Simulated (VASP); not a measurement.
# TaRu (P4/mmm) in VASP: notebook, part 2 of 2

VASP 6.6.1. Earlier steps stand in the parts before.

### 3 Electric field gradients, LDA (volume scaled by 1.06)

Contents of INCAR:

```
SYSTEM = TaRu
PREC = Accurate
ENCUT = 520
EDIFF = 1E-8
ISMEAR = -1
SIGMA = 0.05
LREAL = .False.
LASPH = .True.
NELM = 60
ALGO = Normal
ISIF = 2
LWAVE = .False.
LCHARG = .False.
GGA = CA
LEFG = .True.
NBANDS = 20
```

Contents of KPOINTS:

```
regular mesh
0
Gamma
  11 11 10
  0 0 0
```

Contents of POSCAR:

```
TaRu
1.0
    3.1128779469      0.0000000000      0.0000000000
    0.0000000000      3.1128779469      0.0000000000
    0.0000000000      0.0000000000      3.4554678552
Ta Ru
1 1
Direct
    0.5000000000      0.5000000000      0.5000000000
    0.0000000000      0.0000000000      0.0000000000
```

Potentials or basis: VASP PAW LDA potentials, release 64 (Ta_pv, Ru_pv).

The run is started by

```
> cat potpaw_LDA.64/Ta_pv/POTCAR potpaw_LDA.64/Ru_pv/POTCAR > POTCAR
> mpirun -np 1 vasp_std > vasp.out
```

OUTCAR:

```text
SYSTEM = TaRu
   PREC = Accurate
   ENCUT = 520
   EDIFF = 1E-8
   ISMEAR = -1
   LREAL = .False.
   LASPH = .True.
   NELM = 60
   ISIF = 2
   GGA = CA

 ion  position               nearest neighbor table
   1  0.500  0.500  0.500-   2 2.80   2 2.80   2 2.80   2 2.80   2 2.80   2 2.80   2 2.80   2 2.80

   2  0.000  0.000  0.000-   1 2.80   1 2.80   1 2.80   1 2.80   1 2.80   1 2.80   1 2.80   1 2.80

  LATTYP: Found a simple tetragonal cell.
 ALAT       =     3.1128779469
 C/A-ratio  =     1.1100556829

  Lattice vectors:

 A1 = (   3.1128779469,   0.0000000000,   0.0000000000)
[... 766 lines left out ...]
  free  energy   TOTEN  =       -23.8454821374 eV

  energy  without entropy=      -23.8252620031  energy(sigma->0) =      -23.83537207

 Electric field gradients (V/A^2)
---------------------------------------------------------------------
 ion       V_xx      V_yy      V_zz      V_xy      V_xz      V_yz
---------------------------------------------------------------------
   1      -7.843    -7.843    15.686     0.000    -0.000     0.000
   2      -7.279    -7.279    14.558     0.000    -0.000     0.000
---------------------------------------------------------------------

 Electric field gradients after diagonalization (V/A^2)
 (convention: |V_zz| > |V_xx| > |V_yy|)
----------------------------------------------------------------------
 ion       V_xx      V_yy      V_zz     asymmetry (V_yy - V_xx)/ V_zz
----------------------------------------------------------------------
   1      -7.843    -7.843    15.686       0.000
   2      -7.279    -7.279    14.558       0.000
----------------------------------------------------------------------

           NMR quadrupolar parameters

 Cq : quadrupolar parameter    Cq=e*Q*V_zz/h
 eta: asymmetry parameters     (V_yy - V_xx)/ V_zz
 Q  : nuclear electric quadrupole moment in mb (millibarn)
----------------------------------------------------------------------
 ion       Cq(MHz)       eta       Q (mb)
----------------------------------------------------------------------
   1       0.038       0.000       1.000
   2       0.035       0.000       1.000
----------------------------------------------------------------------
```

OSZICAR:

```text
N       E                     dE             d eps       ncg     rms          rms(c)
DAV:   1     0.227201572827E+03    0.22720E+03   -0.14152E+04  5040   0.127E+03
DAV:   2    -0.194586537926E+02   -0.24666E+03   -0.24129E+03  5488   0.392E+02
DAV:   3    -0.251762852852E+02   -0.57176E+01   -0.56588E+01  5952   0.612E+01
DAV:   4    -0.252216878179E+02   -0.45403E-01   -0.45335E-01  5960   0.547E+00
DAV:   5    -0.252225752983E+02   -0.88748E-03   -0.88641E-03  6228   0.659E-01    0.158E+01
DAV:   6    -0.240787464320E+02    0.11438E+01   -0.15446E+00  5720   0.108E+01    0.619E+00
DAV:   7    -0.238599211982E+02    0.21883E+00   -0.69947E-01  5776   0.604E+00    0.923E-01
DAV:   8    -0.238515779763E+02    0.83432E-02   -0.86562E-02  5888   0.153E+00    0.645E-01
DAV:   9    -0.238457602034E+02    0.58178E-02   -0.85391E-03  5788   0.823E-01    0.175E-01
DAV:  10    -0.238454786565E+02    0.28155E-03   -0.39114E-04  6268   0.154E-01    0.459E-02
DAV:  11    -0.238454821869E+02   -0.35304E-05   -0.18202E-05  6204   0.305E-02    0.111E-02
DAV:  12    -0.238454822186E+02   -0.31633E-07   -0.25065E-06  5988   0.911E-03    0.652E-03
DAV:  13    -0.238454821397E+02    0.78851E-07   -0.14767E-07  6080   0.364E-03    0.481E-04
DAV:  14    -0.238454821374E+02    0.23015E-08   -0.52706E-09  3796   0.441E-04
   1 F= -.23845482E+02 E0= -.23835372E+02  d E =-.202201E-01
```

It took 24 s on 1 thread of Intel Xeon 6975P-C (Granite Rapids), shared host; peak memory 0.19 GiB.

What came out:

- Free energy: -23.8455 eV
- Pressure: -22.1 GPa

Electric field gradients, principal values (V/Å²):
```tsv
atom	least	middle	greatest (by size)
1 Ta	-7.843	-7.843	15.686
2 Ru	-7.279	-7.279	14.558
```

Caveat: without QUAD_EFG the Cq values of the log hold for a quadrupole moment of 1 mb, not for the nuclei; spin-orbit coupling is left out, which moves the levels of the heavy elements.

### 4 Electric field gradients, LDA (equal xx and yy strain of -2 %)

Contents of INCAR:

```
  PREC = Accurate
  ENCUT = 520
  EDIFF = 1E-8
  ISMEAR = -1
  SIGMA = 0.05
  LREAL = False
  LASPH = True
  NELM = 120
  ALGO = Normal
  ISIF = 2
  LWAVE = False
  LCHARG = False
  GGA = CA
  LEFG = True
  NBANDS = 22
  GGA_COMPAT = False
```

Contents of KPOINTS:

```
Automatic mesh
0
Gamma
  11 11 10
```

Contents of POSCAR:

```
TaRu
1.0
    2.9919400000      0.0000000000      0.0000000000
    0.0000000000      2.9919400000      0.0000000000
    0.0000000000      0.0000000000      3.3890000000
Ta Ru
1 1
Direct
    0.5000000000      0.5000000000      0.5000000000
    0.0000000000      0.0000000000      0.0000000000
```

Potentials or basis: VASP PAW LDA potentials, release 64 (Ta_sv_GW, Ru_sv).

The run is started by

```
> cat potpaw_LDA.64/Ta_sv_GW/POTCAR potpaw_LDA.64/Ru_sv/POTCAR > POTCAR
> mpirun -np 1 vasp_std > vasp.out
```

OUTCAR:

```text
PREC = Accurate
   ENCUT = 520
   EDIFF = 1E-8
   ISMEAR = -1
   LREAL = False
   LASPH = True
   NELM = 120
   ISIF = 2
   GGA = CA

 ion  position               nearest neighbor table
   1  0.500  0.500  0.500-   2 2.71   2 2.71   2 2.71   2 2.71   2 2.71   2 2.71   2 2.71   2 2.71

   2  0.000  0.000  0.000-   1 2.71   1 2.71   1 2.71   1 2.71   1 2.71   1 2.71   1 2.71   1 2.71

  LATTYP: Found a simple tetragonal cell.
 ALAT       =     2.9919400000
 C/A-ratio  =     1.1327098805

  Lattice vectors:

[... 813 lines left out ...]
  FREE ENERGIE OF THE ION-ELECTRON SYSTEM (eV)
  ---------------------------------------------------
  free  energy   TOTEN  =       -26.5694853857 eV

  energy  without entropy=      -26.5512893874  energy(sigma->0) =      -26.56038739

 Electric field gradients (V/A^2)
---------------------------------------------------------------------
 ion       V_xx      V_yy      V_zz      V_xy      V_xz      V_yz
---------------------------------------------------------------------
   1      -6.190    -6.190    12.380     0.000    -0.000    -0.000
   2     -17.521   -17.521    35.041    -0.000    -0.000     0.000
---------------------------------------------------------------------

 Electric field gradients after diagonalization (V/A^2)
 (convention: |V_zz| > |V_xx| > |V_yy|)
----------------------------------------------------------------------
 ion       V_xx      V_yy      V_zz     asymmetry (V_yy - V_xx)/ V_zz
----------------------------------------------------------------------
   1      -6.190    -6.190    12.380       0.000
   2     -17.521   -17.521    35.041       0.000
----------------------------------------------------------------------

           NMR quadrupolar parameters

 Cq : quadrupolar parameter    Cq=e*Q*V_zz/h
 eta: asymmetry parameters     (V_yy - V_xx)/ V_zz
 Q  : nuclear electric quadrupole moment in mb (millibarn)
----------------------------------------------------------------------
 ion       Cq(MHz)       eta       Q (mb)
----------------------------------------------------------------------
   1       0.030       0.000       1.000
   2       0.085       0.000       1.000
----------------------------------------------------------------------
```

stdout:

```text
POSCAR found type information on POSCAR TaRu
 POSCAR found :  2 types and       2 ions
 scaLAPACK will be used
 LDA part: xc-table for (Slater(with rela. corr.)+CA(PZ))
 , standard interpolation
 POSCAR, INCAR and KPOINTS ok, starting setup
 FFT: planning ... GRIDC
 FFT: planning ... GRID_SOFT
 FFT: planning ... GRID
 WAVECAR not read
 entering main loop
ion   1

ion   2
```

Wall time 52 s (1 thread of Intel Xeon Platinum 8259CL at 2.50GHz (Skylake/Cascade Lake), shared host); peak memory 0.2 GiB.

What came out:

```
Free energy : -26.5695 eV
Pressure    : 0.4 GPa
```

Levels at points of the mesh, in eV from the Fermi level:
| k point | band 12 | band 13 | band 14 | band 15 | band 16 | band 17 |
| --- | --- | --- | --- | --- | --- | --- |
| (0.00, 0.00, 0.00) | -2.42 | -2.42 | -1.36 | 0.34 | 1.98 | 4.61 |
| (0.00, 0.00, 0.50) | -2.70 | -1.73 | -1.73 | -0.69 | 0.01 | 0.98 |

Electric field gradients, principal values (V/Å²):
| atom | least | middle | greatest (by size) |
| --- | --- | --- | --- |
| 1 Ta | -6.190 | -6.190 | 12.380 |
| 2 Ru | -17.521 | -17.521 | 35.041 |

Caveat: the cell differs from its parent crystal (equal xx and yy strain of -2 %); without QUAD_EFG the Cq values of the log hold for a quadrupole moment of 1 mb, not for the nuclei; spin-orbit coupling is left out, which moves the levels of the heavy elements.

### 5 Overview

| potentials or basis | cell | second run | gap on the mesh (eV) | pressure (GPa) |
| --- | --- | --- | --- | --- |
| VASP PAW LDA potentials, release 64 (Ta_pv, Ru_pv) | a = 3.073, b = 3.073, c = 3.411 Å, 2 atoms | - | none | -14.2 |
| VASP PAW LDA potentials, release 64 (Ta_pv, Ru_pv) | a = 3.113, b = 3.113, c = 3.455 Å, 2 atoms | - | none | -22.1 |
| VASP PAW LDA potentials, release 64 (Ta_sv_GW, Ru_sv) | a = 2.992, b = 2.992, c = 3.389 Å, 2 atoms | valence_matched | none | 0.4 |

Alike in all rows: task electric field gradients; level LDA; no spin polarisation; k mesh 11 × 11 × 10; cutoff (eV) 520; smearing fermi-dirac 0.05 eV.

Caveats: spin-orbit coupling is left out, which moves the levels of the heavy elements.

Absolute energies hang on the potentials; compare differences alone.
